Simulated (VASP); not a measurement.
A run of VASP 6.6.1:

Contents of INCAR:

```
PREC = Accurate ; ENCUT = 520
EDIFF = 1E-7 ; ISMEAR = -1
SIGMA = 0.05 ; LREAL = F
LASPH = T ; NELM = 150
ALGO = Normal ; ISIF = 2
LWAVE = F ; LCHARG = F
ISPIN = 2 ; MAGMOM = 0 0 4 4
LORBIT = 11 ; LMAXMIX = 4
GGA = PE ; IVDW = 13
NBANDS = 30
```

Contents of KPOINTS:

```
regular mesh
0
Gamma
  7 7 5
```

File POSCAR:

```
MnSb
1.0
    4.0123851166      0.0000000000      0.0000000000
   -2.0061925583      3.4748274407      0.0000000000
    0.0000000000      0.0000000000      5.4935480669
Sb Mn
2 2
Direct
    0.6666666667      0.3333333333      0.7500000000
    0.3333333333      0.6666666667      0.2500000000
    0.0000000000      0.0000000000      0.5000000000
    0.0000000000      0.0000000000      0.0000000000
```

Potentials or basis: VASP PAW PBE potentials, release 64 (Sb, Mn_pv).

Launch:

```sh
$ cat potpaw_PBE.64/Sb/POTCAR potpaw_PBE.64/Mn_pv/POTCAR > POTCAR
$ mpirun -np 1 vasp_std > vasp.out
```

Hardware: 1 thread of Intel Xeon 8259CL (shared host).

Task: How long does it take, and how much memory?

Result: It took 4.8 min on 1 thread of Intel Xeon 8259CL (shared host), peak memory 0.26 GiB. Counts: scf iterations 19, k points 24.
